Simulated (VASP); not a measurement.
The system is Li6Sn.

```xyz
7
Lattice="-3.0065 3.0065 3.0065 3.0065 -3.0065 3.0065 3.0065 3.0065 -3.0065" Properties=species:S:1:pos:R:3 pbc="T T T"
Li    1.5032    0.0000    3.0065
Li    1.5032    3.0065    0.0000
Li    3.0065    1.5032    0.0000
Li    0.0000    1.5032    3.0065
Li    0.0000    3.0065    1.5032
Li    3.0065    0.0000    1.5032
Sn    0.0000    0.0000    0.0000
```

- Program: VASP 6.6.1
- Task: relaxation of cell and atoms
- Functional: PBE
- Potentials or basis: VASP PAW PBE potentials, release 64 (Li_sv, Sn_d)
- Cutoff: 600 eV
- k mesh: 4 × 4 × 4
- Occupations: gaussian, width 0.1 eV
- Spin: no spin polarisation

At the start: pressure 8.6 GPa; volume 15.53 Å³/atom.

Where does the relaxation end?

Over 3 steps the energy falls by 152.5 meV/atom and the volume is 22.18 Å³/atom (+42.8 %); space group Im-3m (No. 229, to 0.05 Å).

The path:
| step | energy change (eV) | largest force (eV/Å) | pressure (GPa) | volume (Å³) |
| --- | --- | --- | --- | --- |
| 1 | 0.0000 | 0.0000 | 8.64 | 108.70 |
| 2 | -0.5861 | 0.0000 | 5.22 | 122.42 |
| 3 | -1.0673 | 0.0000 | -0.04 | 155.26 |

Final structure:
```xyz
7
Lattice="-3.3858 3.3858 3.3858 3.3858 -3.3858 3.3858 3.3858 3.3858 -3.3858" Properties=species:S:1:pos:R:3 pbc="T T T"
Li    1.6929    0.0000    3.3858
Li    1.6929    3.3858    0.0000
Li    3.3858    1.6929    0.0000
Li    0.0000    1.6929    3.3858
Li    0.0000    3.3858    1.6929
Li    3.3858    0.0000    1.6929
Sn    0.0000    0.0000    0.0000
```

Caveat: the k points lie up to 0.33 Å⁻¹ apart in the final cell; the cutoff is under 1.25 times the usual one of these potentials, so pressure, stress and relaxed cells hold a basis-set (Pulay) error; the volume moved by over 15 % at a fixed basis, so the end points are rough.
